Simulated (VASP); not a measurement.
Write the native input for VASP 6.6.1 that does the following.

* Task: single point
* Functional: PBE
* Potentials or basis: VASP PAW PBE potentials, release 64 (Lu, F)
* Cutoff: 520 eV
* k mesh: 6 × 6 × 8
* Occupations: gaussian, width 0.1 eV
* Spin: no spin polarisation
* Dipole correction: no
* Further INCAR settings: ALGO = Normal; EDIFF = 1e-07; NBANDS = 52

The structure of Lu3F2 lies in POSCAR:

```
Lu3F2
1.0
    5.8566146084      0.0000000000      0.0000000000
   -2.9283073042      5.0719770311      0.0000000000
    0.0000000000      0.0000000000      4.6820971706
Lu F
3 2
Direct
    0.5000000000      0.0000000000      0.5000000000
    0.0000000000      0.5000000000      0.5000000000
    0.5000000000      0.5000000000      0.5000000000
    0.0000000000      0.0000000000      0.7414598671
    0.0000000000      0.0000000000      0.2585401329
```

The cell was generated, and may not be a known phase.

The input as run:

INCAR

```
PREC = Accurate
ENCUT = 520
EDIFF = 1E-7
ISMEAR = 0
SIGMA = 0.1
LREAL = F
LASPH = T
NELM = 60
ALGO = Normal
ISIF = 2
LWAVE = F
LCHARG = F
GGA = PE
NBANDS = 52
```

KPOINTS

```
Automatic mesh
0
Gamma
  6 6 8
```

Potentials or basis: VASP PAW PBE potentials, release 64 (Lu, F).

Command:

```bash
$ cat potpaw_PBE.64/Lu/POTCAR potpaw_PBE.64/F/POTCAR > POTCAR
$ mpirun -np 1 vasp_std > vasp.out
```

Results of the run:

| Item | Value |
| --- | --- |
| Pressure | 0.0 GPa |
| Band gap on the k mesh | zero (an odd number of electrons rules out a gap without spin polarisation) |

Caveat: spin-orbit coupling is left out, which moves the levels of the heavy elements; an odd number of electrons without spin polarisation forces a metal; a magnetic or distorted state may lie lower.

Run time: 5.3 min on 1 thread of Intel(R) Xeon(R) Platinum 8488C (Sapphire Rapids), with other jobs on the host, peak memory 0.38 GiB.
